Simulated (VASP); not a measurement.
# RbBr (Amm2) in VASP: notebook, part 2 of 2

VASP 6.6.1. The steps go on from the part before.

## Step 3: Single point, PBEsol (atom 1 (Rb) moved by (-0.150, +0.000) A along [1 1 0] and z)

INCAR

```
SYSTEM = RbBr
  PREC = Accurate
  ENCUT = 520
  EDIFF = 1E-6
  ISMEAR = 0
  SIGMA = 0.05
  LREAL = .FALSE.
  LASPH = .TRUE.
  NELM = 100
  ALGO = Normal
  ISIF = 2
  LWAVE = .FALSE.
  LCHARG = .FALSE.
  GGA = PS
  NBANDS = 15
```

KPOINTS

```
Automatic mesh
0
G
  6 6 6
  0 0 0
```

POSCAR

```
RbBr
1.0
    4.1260773000      0.0000000000      0.0000000000
    0.0000000000      4.1260773000      0.0000000000
    0.0000000000      0.0000000000      4.1260773000
Rb Br
1 1
Direct
   -0.0257062603     -0.0257062603      0.0000000000
    0.5000000000      0.5000000000      0.5000000000
```

Potentials or basis: VASP PAW PBE potentials, release 64 (Rb_sv, Br).

The run is started by

```sh
$ cat potpaw_PBE.64/Rb_sv/POTCAR potpaw_PBE.64/Br/POTCAR > POTCAR
$ mpirun -np 1 vasp_std > vasp.out
```

OUTCAR:

```text
SYSTEM = RbBr
   PREC = Accurate
   ENCUT = 520
   EDIFF = 1E-6
   ISMEAR = 0
   LREAL = .FALSE.
   LASPH = .TRUE.
   NELM = 100
   ISIF = 2
   GGA = PS

 ion  position               nearest neighbor table
   1  0.974  0.974  0.000-   2 3.45   2 3.45   2 3.58   2 3.58   2 3.58   2 3.58   2 3.70   2 3.70

   2  0.500  0.500  0.500-   1 3.45   1 3.45   1 3.58   1 3.58   1 3.58   1 3.58   1 3.70   1 3.70

  LATTYP: Found a simple cubic cell.
 ALAT       =     4.1260773000

  Lattice vectors:

 A1 = (   4.1260773000,   0.0000000000,   0.0000000000)
 A2 = (   0.0000000000,   4.1260773000,   0.0000000000)
 A3 = (   0.0000000000,   0.0000000000,   4.1260773000)

Analysis of symmetry for initial positions (statically):
=====================================================================
 Subroutine PRICEL returns:
 Original cell was already a primitive cell.

 Routine SETGRP: Setting up the symmetry group for a
 simple cubic supercell.

 Subroutine GETGRP returns: Found  4 space group operations
 (whereof  4 operations were pure point group operations)
 out of a pool of 48 trial point group operations.

[... 177 lines left out ...]
      6      -0.9389      2.00000
      7      -0.9305      2.00000
      8      -0.9301      2.00000
      9       3.1367      0.00000
     10       4.7001      0.00000
     11       4.7284      0.00000
     12       9.1258      0.00000
     13       9.1514      0.00000
     14       9.1589      0.00000
[... 401 lines left out ...]
      2     -13.2231      2.00000
      3     -10.1015      2.00000
      4     -10.0950      2.00000
      5      -9.6990      2.00000
      6      -1.8442      2.00000
      7      -1.8416      2.00000
      8      -0.7820      2.00000
      9       4.4186      0.00000
     10       5.3236      0.00000
     11       7.1250      0.00000
     12       7.1486      0.00000
     13       9.8090      0.00000
     14       9.8834      0.00000
     15      10.9034      0.00000

 [... further k-points ...]

------------------------ aborting loop because EDIFF is reached ----------------------------------------

  FORCE on cell =-STRESS in cart. coord.  units (eV):
  Direction    XX          YY          ZZ          XY          YZ          ZX
  --------------------------------------------------------------------------------------
  -------------------------------------------------------------------------------------
  Total       -0.2019552     -0.2019552     -0.1943102      0.0485847      0.0000000      0.0000000
  in kB       -4.6063144     -4.6063144     -4.4319418      1.1081495      0.0000000      0.0000000
  external PRESSURE =      -4.5481902 kB  Pullay stress =       0.0000000 kB

 VOLUME and BASIS-vectors are now :
 -----------------------------------------------------------------------------
  energy-cutoff  :      520.00
  volume of cell :       70.24
      direct lattice vectors                 reciprocal lattice vectors
     4.126077300  0.000000000  0.000000000     0.242360947  0.000000000  0.000000000
     0.000000000  4.126077300  0.000000000     0.000000000  0.242360947  0.000000000
     0.000000000  0.000000000  4.126077300     0.000000000  0.000000000  0.242360947

 POSITION                                       TOTAL-FORCE (eV/Angst)
 -----------------------------------------------------------------------------------
      4.02001      4.02001      0.00000         0.074295      0.074295      0.000000
      2.06304      2.06304      2.06304        -0.074295     -0.074295      0.000000
 -----------------------------------------------------------------------------------
    total drift:                               -0.000086     -0.000086      0.000000

  FREE ENERGIE OF THE ION-ELECTRON SYSTEM (eV)
  ---------------------------------------------------
  free  energy   TOTEN  =        -6.2889545595 eV

  energy  without entropy=       -6.2889545595  energy(sigma->0) =       -6.28895456
```

OSZICAR:

```text
N       E                     dE             d eps       ncg     rms          rms(c)
DAV:   1     0.775323831690E+02    0.77532E+02   -0.67729E+03  1560   0.925E+02
DAV:   2    -0.120659746289E+01   -0.78739E+02   -0.73162E+02  2169   0.168E+02
DAV:   3    -0.634303283392E+01   -0.51364E+01   -0.51145E+01  2057   0.428E+01
DAV:   4    -0.650805380368E+01   -0.16502E+00   -0.16499E+00  2261   0.666E+00
DAV:   5    -0.650906023274E+01   -0.10064E-02   -0.10064E-02  2156   0.546E-01    0.252E+00
DAV:   6    -0.631929767276E+01    0.18976E+00   -0.16134E-01  1959   0.223E+00    0.168E+00
DAV:   7    -0.628717285440E+01    0.32125E-01   -0.87883E-02  2001   0.171E+00    0.862E-01
DAV:   8    -0.628900373447E+01   -0.18309E-02   -0.11899E-02  1960   0.638E-01    0.135E-01
DAV:   9    -0.628885439400E+01    0.14934E-03   -0.63561E-04  2113   0.132E-01    0.515E-02
DAV:  10    -0.628895377264E+01   -0.99379E-04   -0.18281E-04  1736   0.867E-02    0.926E-03
DAV:  11    -0.628895455952E+01   -0.78688E-06   -0.62451E-06  2230   0.161E-02
   1 F= -.62889546E+01 E0= -.62889546E+01  d E =-.925758E-14
```

stdout:

```text
POSCAR found type information on POSCAR RbBr
 POSCAR found :  2 types and       2 ions
 scaLAPACK will be used
 -----------------------------------------------------------------------------
|                                                                             |
|                                                                             |
|     You enforced a specific xc type in the INCAR file but a different       |
|     I HOPE YOU KNOW WHAT YOU ARE DOING!                                     |
|                                                                             |
 -----------------------------------------------------------------------------

 LDA part: xc-table for (Slater+PW92), standard interpolation
 POSCAR, INCAR and KPOINTS ok, starting setup
 FFT: planning ... GRIDC
 FFT: planning ... GRID_SOFT
 FFT: planning ... GRID
 WAVECAR not read
 entering main loop
```

It took 40 s on 1 thread of Intel Xeon 8259CL, shared host; peak memory 0.21 GiB.

What came out:

```
Free energy            : -6.2890 eV
Pressure               : -0.5 GPa
Largest force          : 0.105 eV/Å
Band gap on the k mesh : 3.91 eV (least direct gap 4.07 eV)
```

Forces in eV/Å, atoms in the order of the input:
```
Rb   0.074  0.074  0.000
Br  -0.074 -0.074  0.000
```

Levels at points of the mesh, in eV from the valence-band top:
```
           k point  band 6  band 7  band 8  band 9  band 10  band 11
(0.00, 0.00, 0.00)   -0.16   -0.15   -0.15    3.91     5.48     5.51
(0.50, 0.00, 0.00)   -1.75   -0.23   -0.22    6.77     6.93     7.54
(0.00, 0.00, 0.50)   -1.75   -0.23   -0.22    6.78     6.92     7.52
(0.50, 0.50, 0.00)   -1.07   -1.06    0.00    5.20     6.10     7.90
(0.00, 0.50, 0.50)   -1.06   -1.06    0.00    5.20     6.12     7.91
(0.50, 0.50, 0.50)   -1.36   -1.35   -1.35    8.01     8.03     8.10
```

Caveat: the cell differs from its parent crystal (atom 1 (Rb) moved by (-0.150, +0.000) A along [1 1 0] and z); the PAW data sets were made with another functional, which shifts forces and pressure a little. A k mesh can miss the band edges.
